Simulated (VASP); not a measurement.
A run of VASP 6.6.1:

INCAR

```
PREC = Accurate
ENCUT = 520
EDIFF = 1E-7
ISMEAR = -1
SIGMA = 0.05
LREAL = F
LASPH = T
NELM = 100
ALGO = Normal
ISIF = 2
LWAVE = F
LCHARG = F
GGA = PE
NBANDS = 16
```

Contents of KPOINTS:

```
regular mesh
0
Gamma
  8 8 8
```

POSCAR

```
CdS
1.0
    0.0000000000      2.9632111079      2.9632111079
    2.9632111079      0.0000000000      2.9632111079
    2.9632111079      2.9632111079      0.0000000000
Cd S
1 1
Direct
    0.0000000000      0.0000000000      0.0000000000
    0.7500000000      0.7500000000      0.7500000000
```

Potentials or basis: VASP PAW PBE potentials, release 64 (Cd, S).

Command:

```sh
$ cat potpaw_PBE.64/Cd/POTCAR potpaw_PBE.64/S/POTCAR > POTCAR
$ mpirun -np 1 vasp_std > vasp.out
```

Hardware: 1 thread of AMD EPYC 7R43 64-Core Processor (Zen 3) (shared host).

Q: How long does it take, and how much memory?

A: Run time: 37 s on 1 thread of AMD EPYC 7R43 64-Core Processor (Zen 3), on a shared host, peak memory 0.14 GiB. Counts: scf iterations 14, k points 29.
